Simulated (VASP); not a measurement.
Input of a VASP 6.6.1 run:

File INCAR:

```
SYSTEM = TaN
PREC = Accurate
ENCUT = 520
EDIFF = 1E-8
ISMEAR = -1
SIGMA = 0.01
LREAL = .False.
LASPH = .True.
NELM = 100
ALGO = Normal
ISIF = 2
LWAVE = .False.
LCHARG = .False.
GGA = PE
LEFG = .True.
NBANDS = 33
```

KPOINTS

```
Automatic mesh
0
Gamma
  6 6 9
  0 0 0
```

File POSCAR:

```
TaN
1.0
    5.2132634551      0.0000000000      0.0000000000
   -2.6066317275      4.5148185887      0.0000000000
    0.0000000000      0.0000000000      2.9206711674
Ta N
3 3
Direct
    0.3333333333      0.6666666667      0.5000000000
    0.6666666667      0.3333333333      0.5000000000
    0.0000000000      0.0000000000      0.0000000000
    0.3928500000      0.0000000000      0.0000000000
    0.6071500000      0.6071500000      0.0000000000
    0.0000000000      0.3928500000      0.0000000000
```

Potentials or basis: VASP PAW PBE potentials, release 64 (Ta_pv, N).

Launch:

```bash
$ cat potpaw_PBE.64/Ta_pv/POTCAR potpaw_PBE.64/N/POTCAR > POTCAR
$ mpirun -np 1 vasp_std > vasp.out
```

**Question.** Estimate the pressure.

**Answer.** 2.4 GPa.

**Question.** Predict the band gap on the k mesh.

**Answer.** Zero (bands 24 and 25 overlap by 3.04 eV).

**Question.** Predict the largest force.

**Answer.** 0.015 eV/Å.

Forces on the atoms (eV/Å):
```
Ta   0.000  0.000  0.000
Ta   0.000  0.000  0.000
Ta   0.000  0.000  0.000
N    0.015  0.000  0.000
N   -0.007 -0.013  0.000
N   -0.007  0.013  0.000
```

Caveat: without QUAD_EFG the Cq values of the log hold for a quadrupole moment of 1 mb, not for the nuclei; spin-orbit coupling is left out, which moves the levels of the heavy elements.
